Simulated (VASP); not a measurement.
Write the native input for VASP 6.6.1 that does the following.

```yaml
Task: single point
Functional: PBEsol
Dispersion: D3(BJ)
Potentials_or_basis: VASP PAW PBE potentials, release 64 (Cu)
Cutoff: 520 eV
k_mesh: 6 × 26 × 4
Occupations: gaussian, width 0.15 eV
Spin: no spin polarisation
Dipole_correction: no
Further_INCAR_settings: ALGO = Fast; EDIFF = 1e-07; NBANDS = 12
```

The structure of Cu lies in POSCAR:

```
Cu
1.0
   10.2668861360      0.0000000000      0.0000014014
    0.0000000000      2.0009886217      0.0000000000
   -4.0779330242      0.0000000000     21.7431577353
Cu
1
Direct
    0.5000000000      0.5000000000      0.5000000000
```

This cell differs from its parent crystal: strain -0.1125 x Voigt [1, 1, 0, 0, 0, 0].

The input as run:

INCAR

```
SYSTEM = Cu
PREC = Accurate
ENCUT = 520
EDIFF = 1E-7
ISMEAR = 0
SIGMA = 0.15
LREAL = .False.
LASPH = .True.
NELM = 80
ALGO = Fast
ISIF = 2
LWAVE = .False.
LCHARG = .False.
GGA = PS
IVDW = 12
NBANDS = 12
```

KPOINTS

```
Automatic mesh
0
Gamma
  6 26 4
  0 0 0
```

Potentials or basis: VASP PAW PBE potentials, release 64 (Cu).

Launch:

```console
$ cat potpaw_PBE.64/Cu/POTCAR > POTCAR
$ mpirun -np 1 vasp_std > vasp.out
```

It gave:

- Pressure: 0.7 GPa
- Dispersion energy per atom: -0.033 eV

Caveat: the cell differs from its parent crystal (strain -0.1125 x Voigt [1, 1, 0, 0, 0, 0]); the PAW data sets were made with another functional, which shifts forces and pressure a little; pairwise dispersion overbinds metals, which lowers pressure and volume.

It took 23 min on 1 thread of Intel(R) Xeon(R) Platinum 8559C (Emerald Rapids), with other jobs on the host, peak memory 1.2 GiB.
